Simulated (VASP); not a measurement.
# Na (Fm-3m) in VASP: a series of runs, part 2 of 2

VASP 6.6.1. Earlier steps stand in the parts before.

## 5. Single point, PBE (volume scaled by 1.04)

The input, INCAR:

```
SYSTEM = Na
ALGO     = Normal         ! electronic algorithm
EDIFF    = 1E-6           ! SCF threshold, eV
ENCUT    = 520            ! plane-wave cutoff, eV
GGA      = PE             ! functional
ISIF     = 2              ! what is computed and relaxed
ISMEAR   = -1             ! smearing method
LASPH    = .True.         ! aspherical terms in the spheres
LCHARG   = .True.         ! write CHGCAR
LELF     = .True.         ! ELF
LREAL    = .False.        ! projectors in reciprocal space
LVHAR    = .True.       
LWAVE    = .False.        ! write WAVECAR
NBANDS   = 10             ! bands
NELM     = 100            ! most SCF steps
PREC     = Accurate       ! precision mode
SIGMA    = 0.1            ! smearing width, eV
```

The input, KPOINTS:

```
k-points
0
Gamma
  17 17 17
  0 0 0
```

The input, POSCAR:

```
Na
1.0
    0.0000000000      2.6816821214      2.6816821214
    2.6816821214      0.0000000000      2.6816821214
    2.6816821214      2.6816821214      0.0000000000
Na
1
Direct
    0.0000000000      0.0000000000      0.0000000000
```

Potentials or basis: VASP PAW PBE potentials, release 64 (Na_pv).

The run is started by

```sh
> cat potpaw_PBE.64/Na_pv/POTCAR > POTCAR
> mpirun -np 1 vasp_std > vasp.out
```

OUTCAR:

```text
SYSTEM = Na
   EDIFF = 1E-6
   ENCUT = 520
   GGA = PE
   ISIF = 2
   ISMEAR = -1
   LASPH = .True.
   LREAL = .False.
   NELM = 100
   PREC = Accurate

 ion  position               nearest neighbor table
   1  0.000  0.000  0.000-

  LATTYP: Found a face centered cubic cell.
 ALAT       =     5.3633642428

  Lattice vectors:

 A1 = (   0.0000000000,   2.6816821214,   2.6816821214)
 A2 = (   2.6816821214,   0.0000000000,   2.6816821214)
 A3 = (   2.6816821214,   2.6816821214,   0.0000000000)

Analysis of symmetry for initial positions (statically):
=====================================================================
 Subroutine PRICEL returns:
 Original cell was already a primitive cell.

 Routine SETGRP: Setting up the symmetry group for a
 face centered cubic supercell.

 Subroutine GETGRP returns: Found 48 space group operations
 (whereof 48 operations were pure point group operations)
 out of a pool of 48 trial point group operations.

The static configuration has the point symmetry O_h .

Analysis of symmetry for dynamics (positions and initial velocities):
=====================================================================
 Subroutine PRICEL returns:
 Original cell was already a primitive cell.

 Routine SETGRP: Setting up the symmetry group for a
 face centered cubic supercell.

 Subroutine GETGRP returns: Found 48 space group operations
 (whereof 48 operations were pure point group operations)
 out of a pool of 48 trial point group operations.

The dynamic configuration has the point symmetry O_h .

 Subroutine INISYM returns: Found 48 space group operations
 (whereof 48 operations are pure point group operations),
 and found     1 'primitive' translations

----------------------------------------------------------------------------------------

                                     Primitive cell

  volume of cell :      38.5702

  direct lattice vectors                    reciprocal lattice vectors
[... 103 lines left out ...]
   IMIX   =      4    mixing-type and parameters
     AMIX     =   0.40;   BMIX     =  1.00
     AMIX_MAG =   1.60;   BMIX_MAG =  1.00
  volume/ion in A,a.u.               =      38.57       260.28
  Fermi-wavevector in a.u.,A,eV,Ry     =   0.926880  1.751549 11.688856  0.859107
  Thomas-Fermi vector in A             =   2.052890
   LORBIT       =      0    0 simple, 1 ext, 2 COOP (PROOUT), +10 PAW based schemes
   GGA     = PE    functional components
   LHFCALC =     F    Hartree Fock is set to
   AEXX    =    0.0000 exact exchange contribution
   IVDW    =     0    specifies the selected vdW correction
   LEPSILON=     F    determine dielectric tensor
   LRPA    =     F    only Hartree local field effects (RPA)
 non-spin polarized calculation
  energy-cutoff  :      520.00
  volume of cell :       38.57
 maximum number of plane-waves:      1049
   NGX = 15   NGY = 15   NGZ = 15

 number of electron       6.9999996 magnetization

 Free energy of the ion-electron system (eV)
  ---------------------------------------------------
  ext. energy  EPLUGINS =         0.00000000
  ---------------------------------------------------
  free energy    TOTEN  =        -1.31799537 eV

  energy without entropy =       -1.30147047  energy(sigma->0) =       -1.30973292

 E-fermi :   0.2152     XC(G=0):  -6.3997

 val. band max:        0.2148699898   @ k =   0.4706   0.2353   0.0000
 cond. band min:       0.2616771148   @ k =   0.4706   0.0588   0.0000
 fundamental gap:      0.0468071250
 Fermi energy:         0.2152065590

 k-point     1 :       0.0000    0.0000    0.0000
  band No.  band energies     occupation
      1     -24.7118      2.00000
      2     -24.7118      2.00000
      3     -24.7118      2.00000
      4      -2.9795      2.00000
      5      11.0731      0.00000
      6      11.0731      0.00000
      7      11.0731      0.00000
      8      12.1426      0.00000
      9      12.5305      0.00000
     10      12.5305      0.00000
[... 287 lines left out ...]
 k-point    24 :      -0.1176    0.0588    0.0000
  band No.  band energies     occupation
      1     -24.7176      2.00000
      2     -24.7134      2.00000
      3     -24.7124      2.00000
      4      -2.6253      2.00000
      5       8.1846      0.00000
      6       9.5332      0.00000
      7      11.2126      0.00000
      8      12.3488      0.00000
      9      12.8413      0.00000
     10      13.3960      0.00000

 [... further k-points ...]
[... 5 lines left out ...]
  --------------------------------------------------------------------------------------
  -------------------------------------------------------------------------------------
  Total       -0.0709652     -0.0709652     -0.0709652     -0.0000000     -0.0000000     -0.0000000
  in kB       -2.9478416     -2.9478416     -2.9478416     -0.0000000     -0.0000000     -0.0000000
  external PRESSURE =      -2.9478416 kB  Pullay stress =       0.0000000 kB

 VOLUME and BASIS-vectors are now :
 -----------------------------------------------------------------------------
  energy-cutoff  :      520.00
  volume of cell :       38.57
      direct lattice vectors                 reciprocal lattice vectors
     0.000000000  2.681682121  2.681682121    -0.186450137  0.186450137  0.186450137
     2.681682121  0.000000000  2.681682121     0.186450137 -0.186450137  0.186450137
     2.681682121  2.681682121  0.000000000     0.186450137  0.186450137 -0.186450137

 POSITION                                       TOTAL-FORCE (eV/Angst)
 -----------------------------------------------------------------------------------
      0.00000      0.00000      0.00000         0.000000      0.000000      0.000000
 -----------------------------------------------------------------------------------
    total drift:                               -0.000000     -0.000000     -0.000000

  FREE ENERGIE OF THE ION-ELECTRON SYSTEM (eV)
  ---------------------------------------------------
  free  energy   TOTEN  =        -1.3179953707 eV

  energy  without entropy=       -1.3014704749  energy(sigma->0) =       -1.30973292
```

Run time: 18 s. Hardware: 1 thread of Intel Xeon Platinum 8559C (Emerald Rapids), shared host; peak memory 0.18 GiB.

What came out:

```
Free energy : -1.3180 eV
Pressure    : -0.3 GPa
```

## 6. Overview

```csv
cell,gap on the mesh (eV),pressure (GPa)
"a = 3.693 Å, angles 60.0°, 1 atom",none,0.3
"a = 3.743 Å, angles 60.0°, 1 atom",none,0.0
"a = 3.792 Å, angles 60.0°, 1 atom",none,-0.3
```

Alike in all rows: task single point; level PBE; potentials or basis VASP PAW PBE potentials, release 64 (Na_pv); no spin polarisation; k mesh 17 × 17 × 17; cutoff (eV) 520; smearing fermi-dirac 0.1 eV.

Absolute energies hang on the potentials; compare differences alone.
